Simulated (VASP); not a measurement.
Wanted: the native input for a VASP 6.6.1 run.

- Task: relaxation of cell and atoms
- Functional: PBE
- Potentials or basis: VASP PAW PBE potentials, release 64 (Sn_d, O)
- Cutoff: 600 eV
- k mesh: 4 × 4 × 4
- Occupations: gaussian, width 0.15 eV
- Spin: no spin polarisation
- Dipole correction: no
- Further INCAR settings: ALGO = Normal; EDIFF = 1e-07; IBRION = 2; EDIFFG = -0.08; NSW = 36; ISIF = 3

The structure of SnO2 lies in POSCAR:

```
SnO2
1.0
    0.0000000000      2.8278690800      2.8278690800
    2.8278690800      0.0000000000      2.8278690800
    2.8278690800      2.8278690800      0.0000000000
Sn O
1 2
Direct
    0.5000000000      0.5000000000      0.5000000000
    0.2500000000      0.2500000000      0.2500000000
    0.7500000000      0.7500000000      0.7500000000
```

The cell was built from a structure type or drawn by symmetry, and may not be a known phase.

The input as run:

INCAR

```
SYSTEM = SnO2
PREC = Accurate
ENCUT = 600
EDIFF = 1E-7
ISMEAR = 0
SIGMA = 0.15
LREAL = .False.
LASPH = .True.
NELM = 120
ALGO = Normal
ISIF = 3
LWAVE = .False.
LCHARG = .False.
GGA = PE
IBRION = 2
NSW = 36
EDIFFG = -0.08
GGA_COMPAT = .False.
NELMIN = 4
```

KPOINTS

```
regular mesh
0
Gamma
  4 4 4
  0 0 0
```

Potentials or basis: VASP PAW PBE potentials, release 64 (Sn_d, O).

The run is started by

```bash
$ cat potpaw_PBE.64/Sn_d/POTCAR potpaw_PBE.64/O/POTCAR > POTCAR
$ mpirun -np 1 vasp_std > vasp.out
```

Results of the run:

- Relaxed volume: 11.40 Å³/atom
- Relaxed cell: a = 3.644 Å, b = 3.644 Å, c = 3.644 Å, α = 60.00°, β = 60.00°, γ = 60.00°
- Space group after relaxing (to 0.1 Å): Fm-3m (No. 225)
- Energy gained by relaxing: 398.8 meV/atom
- Ionic steps: 3
- Pressure after relaxing: 0.2 GPa
- Band gap on the k mesh: zero (bands 13 and 14 overlap by 0.19 eV)

Caveat: the k points lie up to 0.53 Å⁻¹ apart in the final cell; the volume moved by over 15 % at a fixed basis, so the end points are rough; semilocal functionals underestimate gaps, so a narrow gap can read as zero; spin-orbit coupling is left out, which moves the levels of the heavy elements.

It took 13 s on 1 thread of AMD EPYC 9R45 96-Core Processor (Zen 5), with other jobs on the host, peak memory 0.15 GiB.
